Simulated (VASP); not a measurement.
Wanted: the native input for a VASP 6.6.1 run.

| Item | Value |
| --- | --- |
| Task | single point |
| Functional | PBE |
| Dispersion | D3(BJ) |
| Potentials or basis | VASP PAW PBE potentials, release 64 (N) |
| Cutoff | 520 eV |
| k mesh | 9 × 9 × 4 |
| Occupations | gaussian, width 0.02 eV |
| Spin | no spin polarisation |
| Dipole correction | no |
| Further INCAR settings | ALGO = Normal; EDIFF = 1e-06; NBANDS = 18 |

The structure of N lies in POSCAR:

```
N
1.0
    3.8414753304      0.0000000000      0.0000000000
   -1.9207376652      3.3268152242      0.0000000000
    0.0000000000      0.0000000000      7.5677418893
N
4
Direct
    0.3333333333      0.6666666667      0.3228202378
    0.3333333333      0.6666666667      0.1771797622
    0.6666666667      0.3333333333      0.8228202378
    0.6666666667      0.3333333333      0.6771797622
```

This cell differs from its parent crystal: volume scaled by 1.03, then relaxed in part.

These files were run (other wordings do the same):

INCAR

```
SYSTEM = N
PREC = Accurate ; ENCUT = 520
EDIFF = 1E-6 ; ISMEAR = 0
SIGMA = 0.02 ; LREAL = .False.
LASPH = .True. ; NELM = 100
ALGO = Normal ; ISIF = 2
LWAVE = .False. ; LCHARG = .False.
GGA = PE ; IVDW = 12
NBANDS = 18
```

KPOINTS

```
regular mesh
0
Gamma
  9 9 4
  0 0 0
```

Potentials or basis: VASP PAW PBE potentials, release 64 (N).

The run is started by

```console
$ cat potpaw_PBE.64/N/POTCAR > POTCAR
$ mpirun -np 1 vasp_std > vasp.out
```

It gave:

```yaml
Pressure: 1.8 GPa
Largest_force: 1.745 eV/Å
Band_gap_on_the_k_mesh: 7.16 eV, indirect (least direct gap 7.25 eV)
Dispersion_energy_per_atom: -0.049 eV
```

Caveat: the standard files for N, O and F lose accuracy on very short bonds; forces of over 1 eV/Å act on the atoms, so gaps and moduli don't describe the material at rest.

Wall time 38 s on 1 thread of AMD EPYC 7R43 64-Core Processor (Zen 3), with other jobs on the host, peak memory 0.2 GiB.
